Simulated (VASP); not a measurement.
## CdAu2S2: single point with PBE

Crystal: CdAu2S2.

```xyz
5
Lattice="5.2906 0.0000 0.0000 0.0000 5.2906 0.0000 0.0000 0.0000 4.6555" Properties=species:S:1:pos:R:3 pbc="T T T"
Cd    0.0000    0.0000    2.3278
S     0.0000    2.6453    2.3278
S     2.6453    0.0000    2.3278
Au    0.0000    2.6453    0.0000
Au    2.6453    0.0000    0.0000
```

- Program: VASP 6.6.1
- Task: single point
- Functional: PBE
- Potentials or basis: VASP PAW PBE potentials, release 64 (Cd, S, Au)
- Cutoff: 520 eV
- k mesh: 4 × 4 × 4
- Occupations: gaussian, width 0.1 eV
- Spin: no spin polarisation

* Pressure: 0.0 GPa
* Band gap on the k mesh: zero (band 23 reaches 3.18 eV, above the bottom of band 24 at 2.08 eV)

Stress tensor (GPa, compression positive):
```
 0.15  0.00  0.00
 0.00  0.15  0.00
 0.00  0.00 -0.28
```

Levels at points of the mesh, in eV from the Fermi level:
| k point | band 19 | band 20 | band 21 | band 22 | band 23 | band 24 | band 25 | band 26 | band 27 | band 28 |
| --- | --- | --- | --- | --- | --- | --- | --- | --- | --- | --- |
| (0.00, 0.00, 0.00) | -2.89 | -2.68 | -2.60 | -1.50 | -1.50 | -0.73 | 0.45 | 1.99 | 4.90 | 4.90 |
| (0.50, 0.00, 0.00) | -3.02 | -2.93 | -2.60 | -1.92 | -1.78 | 0.09 | 0.10 | 2.96 | 5.25 | 6.01 |
| (0.50, 0.50, 0.00) | -2.96 | -2.74 | -2.74 | -0.85 | -0.83 | 0.53 | 0.53 | 2.60 | 3.96 | 4.92 |
| (0.00, 0.00, 0.50) | -1.45 | -1.45 | -1.07 | -0.42 | 0.05 | 0.05 | 2.87 | 2.87 | 4.82 | 5.85 |
| (0.50, 0.00, 0.50) | -2.63 | -1.83 | -1.36 | -0.37 | -0.17 | 2.36 | 3.07 | 4.32 | 4.40 | 4.98 |
| (0.50, 0.50, 0.50) | -1.86 | -1.86 | -0.76 | -0.48 | 0.36 | 0.51 | 1.88 | 4.86 | 4.86 | 4.97 |

Run time: 91 s on 1 thread of Oxide Virtual Turin-like Processor, with other jobs on the host, peak memory 0.23 GiB.

Caveat: spin-orbit coupling is left out, which moves the levels of the heavy elements.
